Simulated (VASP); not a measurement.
**Si: single point with PBE**

The system is Si.

```
Si
1.0
     0.00000    2.64106    2.64106
     2.64106    0.00000    2.64106
     2.64106    2.64106    0.00000
Si
2
Direct
  0.00000 0.00000 0.00000
  0.25000 0.25000 0.25000
```

```yaml
Program: VASP 6.6.1
Task: single point
Functional: PBE
Potentials_or_basis: VASP PAW PBE potentials, release 64 (Si)
Cutoff: 500 eV
k_mesh: 6 × 6 × 6
Occupations: gaussian, width 0.01 eV
Spin: no spin polarisation
```

The pressure is 11.7 GPa and the band gap on the k mesh is 0.53 eV, indirect (least direct gap 2.59 eV).

Levels at points of the mesh, in eV from the valence-band top:
```tsv
k point	band 1	band 2	band 3	band 4	band 5	band 6	band 7	band 8	band 9
(0.00, 0.00, 0.00)	-12.55	0.00	0.00	0.00	2.59	2.59	2.59	4.36	7.75
(0.50, 0.00, 0.00)	-10.00	-7.38	-1.27	-1.27	1.83	3.29	3.29	7.82	10.76
(0.50, 0.50, 0.00)	-8.10	-8.10	-3.08	-3.08	0.53	0.53	10.85	10.85	11.24
```

Run time: 11 s on 1 thread of AMD EPYC 7R13 (shared host), peak memory 0.11 GiB.

A k mesh can miss the band edges. PBE gaps usually lie below the measured ones, often by a third to a half.
